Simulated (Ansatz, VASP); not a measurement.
MoH3: VASP beside Ansatz

```xyz
4
Lattice="0.0000 2.2578 2.2578 2.2578 0.0000 2.2578 2.2578 2.2578 0.0000" Properties=species:S:1:pos:R:3 pbc="T T T"
H     1.1289    1.1289    1.1289
H     2.2578    2.2578    2.2578
H     3.3866    3.3866    3.3866
Mo    0.0000    0.0000    0.0000
```

Alike in both runs: functional PBE; k mesh 5 × 5 × 5; occupations gaussian, width 0.15 eV; no spin polarisation.

Ansatz relaxed the structure, and its values are those at the end. VASP's run is a single point on that final structure, the one shown.

|  | VASP | Ansatz |
| --- | --- | --- |
| version | VASP 6.6.1 | Ansatz 0.2.0 |
| potentials or method | VASP PAW PBE potentials, release 64 (H, Mo_sv), cutoff 500 eV | scalar-relativistic, plane waves, PAW |
| valence electrons in the cell | 17 | 17 |

|  | VASP | Ansatz | Ansatz less VASP |
| --- | --- | --- | --- |
| gap on the k mesh at the Fermi level (eV) | none | none | - |
| pressure (GPa) | -0.1 | -0.1 | -0.04 |

A gap of «none» marks a metal or a gap that the smearing closes.

The k mesh is coarse, so the values compare programs but aren't converged.
